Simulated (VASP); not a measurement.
A run of VASP 6.6.1 is set up as follows.

INCAR

```
SYSTEM = Al
PREC = Accurate
ENCUT = 520
EDIFF = 1E-7
ISMEAR = 0
SIGMA = 0.1
LREAL = .FALSE.
LASPH = .TRUE.
NELM = 80
ALGO = Normal
ISIF = 2
LWAVE = .FALSE.
LCHARG = .FALSE.
GGA = PS
NBANDS = 8
```

File KPOINTS:

```
Automatic mesh
0
G
  18 18 18
  0 0 0
```

File POSCAR:

```
Al
1.0
    0.0000000000      2.0726056292      2.0726056292
    2.0726056292      0.0000000000      2.0726056292
    2.0726056292      2.0726056292      0.0000000000
Al
1
Direct
    0.0000000000      0.0000000000      0.0000000000
```

Potentials or basis: VASP PAW PBE potentials, release 64 (Al).

The run is started by

```sh
$ cat potpaw_PBE.64/Al/POTCAR > POTCAR
$ mpirun -np 1 vasp_std > vasp.out
```

(1) What does it give for the pressure?

Results:

(1) -6.3 GPa.

Caveat: the PAW data sets were made with another functional, which shifts forces and pressure a little.
